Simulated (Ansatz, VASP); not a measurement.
## One calculation of CrMo3, two programs

```
Mo Cr
1.0
     3.87848    0.00000    0.00000
     0.00000    3.87848    0.00000
     0.00000    0.00000    3.87848
Mo Cr
3 1
Direct
  0.00000 0.50000 0.50000
  0.50000 0.00000 0.50000
  0.50000 0.50000 0.00000
  0.00000 0.00000 0.00000
```

Alike in both runs: functional PBEsol; k mesh 12 × 12 × 12; occupations gaussian, width 0.1 eV; collinear spin.

Ansatz relaxed the structure, and its values are those at the end. VASP's run is a single point on that final structure, the one shown.

|  | VASP | Ansatz |
| --- | --- | --- |
| version | VASP 6.6.1 | Ansatz 0.2.0 |
| potentials or method | VASP PAW PBE potentials, release 64 (Mo_sv, Cr_pv), cutoff 520 eV | scalar-relativistic, plane waves, PAW |
| valence electrons in the cell | 54 | 56 |

VASP gave:

| Quantity | Value |
| --- | --- |
| gap on the k mesh at the Fermi level (eV) | none |
| pressure (GPa) | 0.3 |
| net moment per atom (μB) | 0.00 |

**Question.** Estimate Ansatz's values.

**Answer.** gap on the k mesh at the Fermi level (eV): none; pressure (GPa): 0.0; net moment per atom (μB): 0.00.

VASP's potentials were made for PBE, not for PBEsol. A gap of «none» marks a metal or a gap that the smearing closes. VASP's potentials hold 54 valence electrons a cell and Ansatz's 56, so a difference there can come from the potentials and not from the codes. Ansatz's warnings: seeded moment not kept.
